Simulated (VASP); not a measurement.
# AlNi (P4/mmm) in VASP: further runs

The runs below take AlNi through single point, with PBE.

Program: VASP 6.6.1. These are calculated values, not measurements. Logs are shortened: lines on timing, memory, paths and dates and some standing lists are left out, and cuts for length are marked.

## Step 1: The cell of the first run

It takes space group P4/mmm (No. 123, tetragonal). The conventional cell has a = 2.889 Å, b = 2.889 Å, c = 2.901 Å, α = 90.00°, β = 90.00°, γ = 90.00°. Within 3.3 Å of Al (site symmetry 4/mmm) lie 8 Ni at 2.51 Å and 6 Al at 2.89 to 2.90 Å. Within 3.3 Å of Ni (site symmetry 4/mmm) lie 8 Al at 2.51 Å and 6 Ni at 2.89 to 2.90 Å.

## Step 2: Single point, PBE

INCAR

```
SYSTEM = AlNi
PREC = Accurate ; ENCUT = 520
EDIFF = 1E-6 ; ISMEAR = 0
SIGMA = 0.15 ; LREAL = .False.
LASPH = .True. ; NELM = 100
ALGO = Fast ; ISIF = 2
LWAVE = .False. ; LCHARG = .False.
GGA = PE ; NBANDS = 14
```

KPOINTS

```
Automatic mesh
0
Gamma
  20 20 20
  0 0 0
```

POSCAR

```
AlNi
1.0
    2.0428069416     -2.0428126723      0.0000000000
    2.0428069416      2.0428126723      0.0000000000
    0.0000000000      0.0000000000      2.9011416498
Al Ni
1 1
Direct
    0.0000000000      0.0000000000      0.0000000000
    0.5000000000      0.5000000000      0.5000000000
```

Potentials or basis: VASP PAW PBE potentials, release 64 (Al, Ni).

On the command line:

```bash
$ cat potpaw_PBE.64/Al/POTCAR potpaw_PBE.64/Ni/POTCAR > POTCAR
$ mpirun -np 1 vasp_std > vasp.out
```

OUTCAR:

```text
SYSTEM = AlNi
   PREC = Accurate
   ENCUT = 520
   EDIFF = 1E-6
   ISMEAR = 0
   LREAL = .False.
   LASPH = .True.
   NELM = 100
   ISIF = 2
   GGA = PE

 ion  position               nearest neighbor table
   1  0.000  0.000  0.000-   2 2.51   2 2.51   2 2.51   2 2.51   2 2.51   2 2.51   2 2.51   2 2.51

   2  0.500  0.500  0.500-   1 2.51   1 2.51   1 2.51   1 2.51   1 2.51   1 2.51   1 2.51   1 2.51

  LATTYP: Found a simple tetragonal cell.
 ALAT       =     2.8889693343
 C/A-ratio  =     1.0042133765

  Lattice vectors:

 A1 = (   2.0428069416,  -2.0428126723,   0.0000000000)
 A2 = (   2.0428069416,   2.0428126723,   0.0000000000)
 A3 = (   0.0000000000,   0.0000000000,   2.9011416498)

Analysis of symmetry for initial positions (statically):
=====================================================================
 Subroutine PRICEL returns:
 Original cell was already a primitive cell.

 Routine SETGRP: Setting up the symmetry group for a
 simple tetragonal supercell.

 Subroutine GETGRP returns: Found 16 space group operations
 (whereof 16 operations were pure point group operations)
 out of a pool of 16 trial point group operations.

The static configuration has the point symmetry D_4h.

Analysis of symmetry for dynamics (positions and initial velocities):
=====================================================================
 Subroutine PRICEL returns:
 Original cell was already a primitive cell.

 Routine SETGRP: Setting up the symmetry group for a
 simple tetragonal supercell.

 Subroutine GETGRP returns: Found 16 space group operations
 (whereof 16 operations were pure point group operations)
 out of a pool of 16 trial point group operations.

The dynamic configuration has the point symmetry D_4h.

 Subroutine INISYM returns: Found 16 space group operations
 (whereof 16 operations are pure point group operations),
 and found     1 'primitive' translations

----------------------------------------------------------------------------------------

                                     Primitive cell

  volume of cell :      24.2133

  direct lattice vectors                    reciprocal lattice vectors
     2.042806942 -2.042812672  0.000000000     0.244761260 -0.244760573  0.000000000
     2.042806942  2.042812672  0.000000000     0.244761260  0.244760573  0.000000000
     0.000000000  0.000000000  2.901141650     0.000000000  0.000000000  0.344691891

  length of vectors
     2.888969334  2.888969334  2.901141650     0.346144207  0.346144207  0.344691891

  position of ions in fractional coordinates (direct lattice)
     0.000000000  0.000000000  0.000000000
     0.500000000  0.500000000  0.500000000

  ion indices of the primitive-cell ions
   primitive index   ion index
                 1           1
                 2           2

----------------------------------------------------------------------------------------

 KPOINTS: Automatic mesh

Automatic generation of k-mesh.
 Grid dimensions read from file:
 generate k-points for:   20   20   20

 Generating k-lattice:

  Cartesian coordinates                     Fractional coordinates (reciprocal lattice)
     0.012238063 -0.012238029  0.000000000     0.050000000 -0.000000000  0.000000000
     0.012238063  0.012238029  0.000000000    -0.000000000  0.050000000  0.000000000
     0.000000000  0.000000000  0.017234595     0.000000000  0.000000000  0.050000000

  Length of vectors
     0.017307210  0.017307210  0.017234595

  Shift w.r.t. Gamma in fractional coordinates (k-lattice)
     0.000000000  0.000000000  0.000000000

 Subroutine IBZKPT returns following result:
 ===========================================

 Found    726 irreducible k-points:

 Following reciprocal coordinates:
            Coordinates               Weight
  0.000000  0.000000  0.000000      1.000000
  0.050000 -0.000000  0.000000      4.000000
  0.100000 -0.000000  0.000000      4.000000
  0.150000 -0.000000  0.000000      4.000000
  0.200000 -0.000000  0.000000      4.000000
  0.250000 -0.000000  0.000000      4.000000
[... 16 lines left out ...]
  0.150000  0.100000  0.000000      8.000000
  0.200000  0.100000  0.000000      8.000000
 [... further k-points ...]
   k-points           NKPTS =    726   k-points in BZ     NKDIM =    726   number of bands    NBANDS=     14
   number of dos      NEDOS =    301   number of ions     NIONS =      2
   total plane-waves  NPLWV =  13824
   dimension x,y,z NGX =    24 NGY =   24 NGZ =   24
   dimension x,y,z NGXF=    48 NGYF=   48 NGZF=   48
   ions per type =               1   1
   NGX,Y,Z   is equivalent  to a cutoff of  13.81, 13.81, 13.75 a.u.
   NGXF,Y,Z  is equivalent  to a cutoff of  27.62, 27.62, 27.51 a.u.
 SYSTEM =  AlNi
   PREC   = accura    normal or accurate (medium, high low for compatibility)
   ISTART =      0    job   : 0-new  1-cont  2-samecut
   ICHARG =      2    charge: 1-file 2-atom 10-const
   ISPIN  =      1    spin polarized calculation?
   LNONCOLLINEAR =      F non collinear calculations
   LSORBIT =      F    spin-orbit coupling
   LASPH  =      T    aspherical Exc in radial PAW
   ENCUT  =  520.0 eV  38.22 Ry    6.18 a.u.   5.37  5.37  5.39*2*pi/ulx,y,z
   NELM   =    100;   NELMIN=  2; NELMDL= -5     # of ELM steps
   EDIFF  = 0.1E-05   stopping-criterion for ELM
   LREAL  =      F    real-space projection
   EDIFFG = 0.1E-04   stopping-criterion for IOM
   NSW    =      0    number of steps for IOM
   IBRION =     -1    ionic relax: 0-MD 1-quasi-New 2-CG
   NFREE  =      0    steps in history (QN), initial steepest desc. (CG)
   ISIF   =      2    stress and relaxation
   ISYM   =      2    0-nonsym 1-usesym 2-fastsym
   POTIM  = 0.5000    time-step for ionic-motion
   TEBEG  =    0.0;   TEEND  =   0.0 temperature during run
   PSTRESS=    0.0 pullay stress
   NELECT =      13.0000    total number of electrons
   NUPDOWN=      -1.0000    fix difference up-down
   EMIN   =  10.00;   EMAX   =-10.00  energy-range for DOS
   EFERMI =   0.00;   METHOD = LEGACY
   ISMEAR =     0;   SIGMA  =   0.15  broadening in eV -4-tet -1-fermi 0-gaus
   EFERMI_NEDOS =   21; number of points for ismear=-14 and -15
   IALGO  =     68    algorithm
   IMIX   =      4    mixing-type and parameters
     AMIX     =   0.40;   BMIX     =  1.00
     AMIX_MAG =   1.60;   BMIX_MAG =  1.00
  volume/ion in A,a.u.               =      12.11        81.70
  Fermi-wavevector in a.u.,A,eV,Ry     =   1.330570  2.514412 24.087974  1.770416
  Thomas-Fermi vector in A             =   2.459647
   LORBIT       =      0    0 simple, 1 ext, 2 COOP (PROOUT), +10 PAW based schemes
   GGA     = PE    functional components
   LHFCALC =     F    Hartree Fock is set to
   AEXX    =    0.0000 exact exchange contribution
   IVDW    =     0    specifies the selected vdW correction
   LEPSILON=     F    determine dielectric tensor
   LRPA    =     F    only Hartree local field effects (RPA)
 non-spin polarized calculation
 RMM-DIIS sequential band-by-band and
 Gauss-broadening in eV      SIGMA  =   0.15
  energy-cutoff  :      520.00
  volume of cell :       24.21
 maximum number of plane-waves:       672
 NGX is ok and might be reduce to    24
   NGX = 11   NGY = 11   NGZ = 11

 number of electron      13.0000017 magnetization

 Free energy of the ion-electron system (eV)
  ---------------------------------------------------
  ext. energy  EPLUGINS =         0.00000000
  ---------------------------------------------------
  free energy    TOTEN  =       -10.54295376 eV

  energy without entropy =      -10.53285175  energy(sigma->0) =      -10.53790276

 E-fermi :   9.8591     XC(G=0): -11.9883

 val. band max:        9.8584307147   @ k =   0.4500   0.2500   0.4000
 cond. band min:       9.8615240278   @ k =   0.4500   0.4000   0.2500
 fundamental gap:      0.0030933131
 Fermi energy:         9.8591466519

 k-point     1 :       0.0000    0.0000    0.0000
  band No.  band energies     occupation
      1      -1.1850      2.00000
      2       6.6943      2.00000
      3       6.6977      2.00000
      4       8.3435      2.00000
      5       8.3435      2.00000
      6       8.3546      2.00000
      7      15.2097      0.00000
      8      15.3585      0.00000
      9      15.3585      0.00000
     10      17.9285      0.00000
     11      17.9634      0.00000
     12      23.3820      0.00000
     13      30.6118      0.00000
     14      30.6225      0.00000

 k-point     2 :       0.0500   -0.0000    0.0000
  band No.  band energies     occupation
      1      -1.1393      2.00000
      2       6.6939      2.00000
      3       6.7061      2.00000
      4       8.3231      2.00000
      5       8.3346      2.00000
      6       8.3456      2.00000
      7      14.8106      0.00000
      8      15.2708      0.00000
      9      15.4190      0.00000
     10      17.9400      0.00000
     11      18.4536      0.00000
     12      23.5458      0.00000
     13      30.0033      0.00000
     14      30.1082      0.00000

 k-point     3 :       0.1000   -0.0000    0.0000
  band No.  band energies     occupation
      1      -1.0022      2.00000
      2       6.6799      2.00000
      3       6.7374      2.00000
      4       8.2651      2.00000
      5       8.2779      2.00000
      6       8.3517      2.00000
      7      13.7511      0.00000
      8      15.4510      0.00000
      9      15.5979      0.00000
     10      17.9503      0.00000
     11      19.3447      0.00000
     12      24.0604      0.00000
     13      28.8506      0.00000
     14      28.9645      0.00000
[... 324 lines left out ...]
 k-point    23 :       0.1500    0.1000    0.0000
  band No.  band energies     occupation
      1      -0.5941      2.00000
      2       6.6817      2.00000
      3       6.7857      2.00000
      4       8.0983      2.00000
      5       8.1828      2.00000
      6       8.2922      2.00000
      7      12.7596      0.00000
      8      14.2966      0.00000
      9      15.9766      0.00000
     10      18.7913      0.00000
     11      21.0735      0.00000
     12      25.3472      0.00000
     13      25.9470      0.00000
     14      27.7197      0.00000

 k-point    24 :       0.2000    0.1000    0.0000
  band No.  band energies     occupation
      1      -0.2798      2.00000
      2       6.5875      2.00000
      3       6.8494      2.00000
      4       7.9903      2.00000
      5       8.0820      2.00000
      6       8.3039      2.00000
      7      11.7254      0.00000
      8      14.5987      0.00000
      9      16.3639      0.00000
     10      18.8875      0.00000
     11      21.8276      0.00000
     12      24.7628      0.00000
     13      26.4594      0.00000
     14      26.5086      0.00000

 [... further k-points ...]
[... 5 lines left out ...]
  --------------------------------------------------------------------------------------
  -------------------------------------------------------------------------------------
  Total       -0.0011431     -0.0011431     -0.0468067      0.0000000     -0.0000000      0.0000000
  in kB       -0.0756405     -0.0756409     -3.0971596      0.0000000     -0.0000000      0.0000000
  external PRESSURE =      -1.0828137 kB  Pullay stress =       0.0000000 kB

 VOLUME and BASIS-vectors are now :
 -----------------------------------------------------------------------------
  energy-cutoff  :      520.00
  volume of cell :       24.21
      direct lattice vectors                 reciprocal lattice vectors
     2.042806942 -2.042812672  0.000000000     0.244761260 -0.244760573  0.000000000
     2.042806942  2.042812672  0.000000000     0.244761260  0.244760573  0.000000000
     0.000000000  0.000000000  2.901141650     0.000000000  0.000000000  0.344691891

 POSITION                                       TOTAL-FORCE (eV/Angst)
 -----------------------------------------------------------------------------------
      0.00000      0.00000      0.00000        -0.000000      0.000000      0.000000
      2.04281      0.00000      1.45057         0.000000      0.000000      0.000000
 -----------------------------------------------------------------------------------
    total drift:                                0.000000     -0.000000     -0.000000

  FREE ENERGIE OF THE ION-ELECTRON SYSTEM (eV)
  ---------------------------------------------------
  free  energy   TOTEN  =       -10.5429537569 eV

  energy  without entropy=      -10.5328517540  energy(sigma->0) =      -10.53790276
```

Run time: 2.9 min. Hardware: 1 thread of AMD EPYC 7R13 (Zen 3), shared host; peak memory 0.32 GiB.

What came out:

```
Free energy : -10.5430 eV
Pressure    : -0.1 GPa
```

Stress tensor (GPa, compression positive):
```
-0.01  0.00  0.00
 0.00 -0.01  0.00
 0.00  0.00 -0.31
```

## Step 3: Single point, PBE

This run uses another cell than the first one, of 10.95 Å³/atom, 0.904 times its volume.

INCAR

```
PREC = Accurate
ENCUT = 520
EDIFF = 1E-6
ISMEAR = 0
SIGMA = 0.1
LREAL = False
LASPH = True
NELM = 100
ALGO = Normal
ISIF = 2
LWAVE = False
LCHARG = True
GGA = PE
LELF = True
LVHAR = True
NBANDS = 14
```

KPOINTS

```
regular mesh
0
Gamma
  16 16 14
```

POSCAR

```
AlNi
1.0
    1.9761148529     -1.9761148529      0.0000000000
    1.9761148529      1.9761148529      0.0000000000
    0.0000000000      0.0000000000      2.8030383350
Al Ni
1 1
Direct
    0.0000000000      0.0000000000      0.0000000000
    0.5000000000      0.5000000000      0.5000000000
```

Potentials or basis: VASP PAW PBE potentials, release 64 (Al, Ni).

On the command line:

```bash
$ cat potpaw_PBE.64/Al/POTCAR potpaw_PBE.64/Ni/POTCAR > POTCAR
$ mpirun -np 1 vasp_std > vasp.out
```

Run time: 48 s. Hardware: 1 thread of Intel Xeon Platinum 8375C at 2.90GHz (Ice Lake), shared host; peak memory 0.23 GiB.

The run converged. Its results:

```yaml
Free_energy: -10.4089 eV
Pressure: 19.9 GPa
```

Levels at points of the mesh, in eV from the Fermi level:
| k point | band 3 | band 4 | band 5 | band 6 | band 7 | band 8 | band 9 | band 10 | band 11 | band 12 |
| --- | --- | --- | --- | --- | --- | --- | --- | --- | --- | --- |
| (0.00, 0.00, 0.00) | -3.66 | -1.72 | -1.72 | -1.71 | 5.83 | 5.94 | 5.94 | 8.42 | 8.44 | 15.41 |
| (0.50, 0.00, 0.00) | -3.11 | -2.52 | -2.50 | -1.62 | -0.67 | 8.39 | 10.41 | 10.52 | 11.75 | 11.85 |
| (0.50, 0.50, 0.00) | -3.11 | -3.11 | -2.34 | -2.34 | -1.11 | 1.69 | 2.94 | 13.25 | 15.82 | 15.82 |
| (0.00, 0.00, 0.50) | -3.12 | -2.50 | -2.50 | -1.61 | -0.69 | 8.39 | 10.51 | 10.51 | 11.81 | 11.81 |
| (0.50, 0.00, 0.50) | -3.13 | -3.12 | -2.33 | -2.32 | -1.12 | 1.66 | 2.91 | 13.33 | 15.87 | 15.91 |
| (0.50, 0.50, 0.50) | -4.54 | -1.08 | -1.08 | 1.94 | 1.94 | 1.94 | 4.52 | 4.85 | 4.85 | 4.88 |

(Continued in part 2 of 2.)
